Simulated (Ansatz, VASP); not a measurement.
**One calculation of CdS, two programs**

```
CELL_PARAMETERS angstrom
4.26117 0.00000 0.00000
-2.13058 3.69028 0.00000
0.00000 0.00000 5.80417
ATOMIC_POSITIONS crystal
Cd 0.00000 0.00000 0.44269
S 0.66667 0.33333 0.43431
```

Alike in both runs: task single point; functional PBE; k mesh 7 × 7 × 5; occupations gaussian, width 0.05 eV; no spin polarisation.

|  | VASP | Ansatz |
| --- | --- | --- |
| version | VASP 6.6.1 | Ansatz 0.2.0 |
| potentials or method | VASP PAW PBE potentials, release 64 (Cd, S), cutoff 520 eV | all-electron LAPW, scalar-relativistic |

|  | VASP | Ansatz | Ansatz less VASP |
| --- | --- | --- | --- |
| gap on the k mesh at the Fermi level (eV) | 1.47 | 1.47 | -0.001 |
| least direct gap on the mesh (eV) | 1.48 | 1.47 | -0.001 |
| pressure (GPa) | -0.1 | -0.2 | -0.16 |
| traceless stress, the component that is largest in VASP (GPa) | 0.06 | 0.23 | +0.173 |

Ansatz ran all-electron here, and VASP with PAW potentials.
